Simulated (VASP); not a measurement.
Runs of VASP 6.6.1 on Cd2C (fluorite type). The structure is that of space group Fm-3m (No. 225), or close to it. The cells are those of the table. 

```csv
task,level,cell,cutoff (eV),smearing,gap on the mesh (eV),pressure (GPa),relaxed volume (Å³/atom)
single point,PBE,"a = 4.163 Å, angles 60.0°, 3 atoms",520,fermi-dirac 0.15 eV,none,0.7,-
single point,PBE,"a = 4.163 Å, angles 60.0°, 3 atoms",520,fermi-dirac 0.03 eV,none,0.7,-
relaxation of cell and atoms,revPBE,"relaxed from a = 4.251 Å, angles 60.0°, 3 atoms",600,fermi-dirac 0.03 eV,none,0.0,17.58
single point,PBE,"a = 4.163 Å, angles 60.0°, 3 atoms",520,gaussian 0.2 eV,none,0.7,-
relaxation of cell and atoms,PBE,"relaxed from a = 4.251 Å, angles 60.0°, 3 atoms",600,fermi-dirac 0.03 eV,none,0.0,17.12
single point,PBE,"a = 4.163 Å, angles 60.0°, 3 atoms",520,tetrahedron,none,0.5,-
single point,revPBE,"a = 4.201 Å, angles 60.0°, 3 atoms",520,fermi-dirac 0.03 eV,none,(a),-
single point,PBE,"a = 4.163 Å, angles 60.0°, 3 atoms",520,fermi-dirac 0.01 eV,none,0.7,-
```

Alike in all rows: potentials or basis VASP PAW PBE potentials, release 64 (C, Cd); no spin polarisation; k mesh 10 × 10 × 10.

Problem. Estimate the missing entries.

Solution. (a) 0.6.

Caveats: the PAW data sets were made with another functional, which shifts forces and pressure a little (at least some runs); tetrahedron occupations give inexact forces and stress in metals (at least some runs).

A k mesh can miss the band edges, and the runs leave out spin-orbit coupling on Cd.

A gap of «none» marks levels without a gap at the run's occupations.
